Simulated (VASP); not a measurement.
# Fe (Im-3m) in VASP: notebook

Fe is run at these levels: PBE; tasks: single point.

All numbers are computed with VASP 6.6.1; they aren't measurements. Logs are shortened: lines on timing, memory, paths and dates and some standing lists are left out, and cuts for length are marked.

**1. The cell of the first run**

Symmetry: Im-3m, No. 229, cubic system. The conventional cell has a = 2.802 Å, b = 2.802 Å, c = 2.802 Å, α = 90.00°, β = 90.00°, γ = 90.00°. Within 3.2 Å of Fe (site symmetry m-3m) lie 14 Fe at 2.43 to 2.80 Å.

**2. Single point, PBE, collinear spin, ferromagnetic start**

INCAR

```
PREC = Accurate
ENCUT = 520
EDIFF = 1E-7
ISMEAR = -1
SIGMA = 0.06122561905347299
LREAL = F
LASPH = T
NELM = 150
ALGO = Normal
ISIF = 2
LWAVE = F
LCHARG = T
ISPIN = 2
MAGMOM = 2.5
LORBIT = 11
LMAXMIX = 4
GGA = PE
LELF = T
LVHAR = T
NBANDS = 14
```

KPOINTS

```
Automatic mesh
0
Gamma
  16 16 16
```

POSCAR

```
Fe
1.0
   -1.4012005858      1.4012005858      1.4012005858
    1.4012005858     -1.4012005858      1.4012005858
    1.4012005858      1.4012005858     -1.4012005858
Fe
1
Direct
    0.0000000000      0.0000000000      0.0000000000
```

Potentials or basis: VASP PAW PBE potentials, release 64 (Fe).

Run with:

```
$ cat potpaw_PBE.64/Fe/POTCAR > POTCAR
$ mpirun -np 1 vasp_std > vasp.out
```

OUTCAR:

```text
PREC = Accurate
   ENCUT = 520
   EDIFF = 1E-7
   ISMEAR = -1
   LREAL = F
   LASPH = T
   NELM = 150
   ISIF = 2
   ISPIN = 2
   LORBIT = 11
   GGA = PE

 ion  position               nearest neighbor table
   1  0.000  0.000  0.000-

  LATTYP: Found a body centered cubic cell.
 ALAT       =     2.8024011716

  Lattice vectors:

 A1 = (  -1.4012005858,   1.4012005858,   1.4012005858)
 A2 = (   1.4012005858,  -1.4012005858,   1.4012005858)
 A3 = (   1.4012005858,   1.4012005858,  -1.4012005858)

Analysis of symmetry for initial positions (statically):
=====================================================================
 Subroutine PRICEL returns:
 Original cell was already a primitive cell.

 Routine SETGRP: Setting up the symmetry group for a
 body centered cubic supercell.

 Subroutine GETGRP returns: Found 48 space group operations
 (whereof 48 operations were pure point group operations)
 out of a pool of 48 trial point group operations.

The static configuration has the point symmetry O_h .

Analysis of symmetry for dynamics (positions and initial velocities):
=====================================================================
 Subroutine PRICEL returns:
 Original cell was already a primitive cell.

 Routine SETGRP: Setting up the symmetry group for a
 body centered cubic supercell.

 Subroutine GETGRP returns: Found 48 space group operations
 (whereof 48 operations were pure point group operations)
 out of a pool of 48 trial point group operations.

The dynamic configuration has the point symmetry O_h .

Analysis of structural, dynamic, and magnetic symmetry:
=====================================================================
 Subroutine PRICEL returns:
 Original cell was already a primitive cell.

 Routine SETGRP: Setting up the symmetry group for a
 body centered cubic supercell.

 Subroutine GETGRP returns: Found 48 space group operations
 (whereof 48 operations were pure point group operations)
 out of a pool of 48 trial point group operations.

The overall configuration has the point symmetry O_h .

 Subroutine INISYM returns: Found 48 space group operations
 (whereof 48 operations are pure point group operations),
 and found     1 'primitive' translations

----------------------------------------------------------------------------------------

                                     Primitive cell

  volume of cell :      11.0043

  direct lattice vectors                    reciprocal lattice vectors
    -1.401200586  1.401200586  1.401200586     0.000000000  0.356836848  0.356836848
     1.401200586 -1.401200586  1.401200586     0.356836848  0.000000000  0.356836848
     1.401200586  1.401200586 -1.401200586     0.356836848  0.356836848  0.000000000

  length of vectors
[... 123 lines left out ...]
  free energy    TOTEN  =        -8.24058208 eV

  energy without entropy =       -8.22753609  energy(sigma->0) =       -8.23405909

 E-fermi :   6.1808     XC(G=0): -13.2997

 val. band max:        6.1721180441   @ k =  -0.3750   0.4375   0.2500
 cond. band min:       6.1955568451   @ k =  -0.4375  -0.4375   0.1875
 fundamental gap:      0.0234388010
 Fermi energy:         6.1808451354

 spin component 1

 k-point     1 :       0.0000    0.0000    0.0000
  band No.  band energies     occupation
      1      -2.4671      1.00000
      2       3.8105      1.00000
      3       3.8105      1.00000
      4       3.8105      1.00000
      5       5.0745      1.00000
      6       5.0745      1.00000
      7      31.4868      0.00000
      8      31.4868      0.00000
      9      31.4868      0.00000
     10      36.7786      0.00000
     11      36.7786      0.00000
     12      39.2815      0.00000
     13      39.2815      0.00000
     14      39.2815      0.00000
[... 379 lines left out ...]
      3       3.3916      1.00000
      4       4.9391      1.00000
      5       5.4294      1.00000
      6       7.2838      0.00000
      7      18.6648      0.00000
      8      20.7981      0.00000
      9      26.9478      0.00000
     10      32.5551      0.00000
     11      36.5643      0.00000
     12      40.7509      0.00000
     13      44.6313      0.00000
     14      47.0794      0.00000

 [... further k-points ...]

 spin component 2

 k-point     1 :       0.0000    0.0000    0.0000
  band No.  band energies     occupation
      1      -2.2895      1.00000
      2       5.6380      0.99986
      3       5.6381      0.99986
      4       5.6381      0.99986
      5       7.7808      0.00000
      6       7.7810      0.00000
      7      31.2604      0.00000
      8      31.2604      0.00000
      9      31.2604      0.00000
     10      37.0054      0.00000
     11      37.0054      0.00000
     12      39.9208      0.00000
     13      39.9208      0.00000
     14      39.9209      0.00000
[... 379 lines left out ...]
      3       4.8330      1.00000
      4       7.3638      0.00000
      5       8.0386      0.00000
      6       9.0879      0.00000
      7      19.4692      0.00000
      8      21.4273      0.00000
      9      27.4620      0.00000
     10      32.7229      0.00000
     11      36.8931      0.00000
     12      41.1733      0.00000
     13      44.9835      0.00000
     14      47.7090      0.00000

 [... further k-points ...]

------------------------ aborting loop because EDIFF is reached ----------------------------------------

  FORCE on cell =-STRESS in cart. coord.  units (eV):
  Direction    XX          YY          ZZ          XY          YZ          ZX
  --------------------------------------------------------------------------------------
  -------------------------------------------------------------------------------------
  Total        0.4163830      0.4163830      0.4163830     -0.0000000     -0.0000000      0.0000000
  in kB       60.6237234     60.6237234     60.6237234     -0.0000000     -0.0000000      0.0000000
  external PRESSURE =      60.6237234 kB  Pullay stress =       0.0000000 kB

 VOLUME and BASIS-vectors are now :
 -----------------------------------------------------------------------------
  energy-cutoff  :      520.00
  volume of cell :       11.00
      direct lattice vectors                 reciprocal lattice vectors
    -1.401200586  1.401200586  1.401200586     0.000000000  0.356836848  0.356836848
     1.401200586 -1.401200586  1.401200586     0.356836848  0.000000000  0.356836848
     1.401200586  1.401200586 -1.401200586     0.356836848  0.356836848  0.000000000

 POSITION                                       TOTAL-FORCE (eV/Angst)
 -----------------------------------------------------------------------------------
      0.00000      0.00000      0.00000         0.000000      0.000000     -0.000000
 -----------------------------------------------------------------------------------
    total drift:                                0.000000     -0.000000      0.000000

  FREE ENERGIE OF THE ION-ELECTRON SYSTEM (eV)
  ---------------------------------------------------
  free  energy   TOTEN  =        -8.2405820819 eV

  energy  without entropy=       -8.2275360943  energy(sigma->0) =       -8.23405909

 total charge

# of ion       s       p       d       tot
------------------------------------------
    1        0.501   0.570   6.265   7.336

 magnetization (x)

# of ion       s       p       d       tot
------------------------------------------
    1       -0.013  -0.053   2.180   2.114
```

OSZICAR:

```text
N       E                     dE             d eps       ncg     rms          rms(c)
DAV:   1     0.214924656847E+02    0.21492E+02   -0.37936E+03  8980   0.700E+02
DAV:   2    -0.834567468369E+01   -0.29838E+02   -0.27511E+02  8858   0.129E+02
DAV:   3    -0.922717440114E+01   -0.88150E+00   -0.87552E+00  9890   0.230E+01
DAV:   4    -0.923002350343E+01   -0.28491E-02   -0.28488E-02  9554   0.118E+00
DAV:   5    -0.923003665972E+01   -0.13156E-04   -0.13155E-04  9818   0.819E-02    0.118E+01
DAV:   6    -0.831451658310E+01    0.91552E+00   -0.96163E+00 10370   0.364E+01    0.508E+00
DAV:   7    -0.825543812448E+01    0.59078E-01   -0.52365E-01 10082   0.825E+00    0.320E+00
DAV:   8    -0.824780014903E+01    0.76380E-02   -0.65553E-03  9698   0.469E-01    0.143E+00
DAV:   9    -0.824055836375E+01    0.72418E-02   -0.65463E-03 10996   0.401E-01    0.307E-01
DAV:  10    -0.824056958253E+01   -0.11219E-04   -0.50817E-04  9554   0.229E-01    0.988E-02
DAV:  11    -0.824058266164E+01   -0.13079E-04   -0.14650E-04  9644   0.102E-01    0.383E-02
DAV:  12    -0.824058229512E+01    0.36652E-06   -0.34083E-06  9578   0.210E-02    0.151E-02
DAV:  13    -0.824058216358E+01    0.13154E-06   -0.84098E-07  7952   0.593E-03    0.482E-03
DAV:  14    -0.824058208191E+01    0.81673E-07   -0.12712E-07  7636   0.396E-03
   1 F= -.82405821E+01 E0= -.82340591E+01  d E =-.130460E-01  mag=     2.1232
```

It took 60 s on 1 thread of AMD EPYC 7R13, shared host; peak memory 0.12 GiB.

Results:

| Quantity | Value |
| --- | --- |
| Free energy | -8.2406 eV |
| Pressure | 6.1 GPa |
| Net moment | 2.12 μB per cell |
| Site moments | Fe +2.11 μB |
| Valence electrons inside the program's atomic spheres | Fe 7.34 |

Caveat: the cell stands under pressure.

**3. Single point, PBE, collinear spin, ferromagnetic start**

INCAR

```
SYSTEM = Fe
  PREC = Accurate
  ENCUT = 520
  EDIFF = 1E-6
  ISMEAR = -1
  SIGMA = 0.06122561905347299
  LREAL = .FALSE.
  LASPH = .TRUE.
  NELM = 150
  ALGO = Normal
  ISIF = 2
  LWAVE = .FALSE.
  LCHARG = .FALSE.
  ISPIN = 2
  MAGMOM = 2.5
  LORBIT = 11
  LMAXMIX = 4
  GGA = PE
  NBANDS = 14
```

KPOINTS

```
regular mesh
0
G
  24 24 24
  0 0 0
```

POSCAR is that of step 2.

Potentials or basis: VASP PAW PBE potentials, release 64 (Fe).

Run with:

```
$ cat potpaw_PBE.64/Fe/POTCAR > POTCAR
$ mpirun -np 1 vasp_std > vasp.out
```

Wall time 2.2 min (1 thread of AMD EPYC 7R13, shared host); peak memory 0.18 GiB.

The run converged. Its results:

| Item | Value |
| --- | --- |
| Free energy | -8.2418 eV |
| Pressure | 5.9 GPa |
| Net moment | 2.13 μB per cell |
| Site moments | Fe +2.12 μB |
| Valence electrons inside the program's atomic spheres | Fe 7.34 |

Levels at points of the mesh, in eV from the Fermi level:
Spin up:
```tsv
k point	band 2	band 3	band 4	band 5	band 6	band 7	band 8	band 9
(0.00, 0.00, 0.00)	-2.37	-2.37	-2.37	-1.11	-1.11	25.31	25.31	25.31
(0.50, 0.00, 0.00)	-3.51	-1.03	-0.90	0.45	0.49	7.63	18.61	20.72
(0.50, 0.50, 0.50)	-5.06	0.17	0.17	0.17	10.14	10.14	10.14	15.96
```
Spin down:
```csv
k point,band 1,band 2,band 3,band 4,band 5,band 6,band 7
"(0.00, 0.00, 0.00)",-8.47,-0.54,-0.54,-0.54,1.60,1.60,25.08
"(0.50, 0.00, 0.00)",-3.87,-1.87,0.61,1.45,1.87,2.58,8.97
"(0.50, 0.50, 0.50)",-3.28,-3.28,2.27,2.27,2.27,10.41,10.41
```

Caveat: the cell stands under pressure.
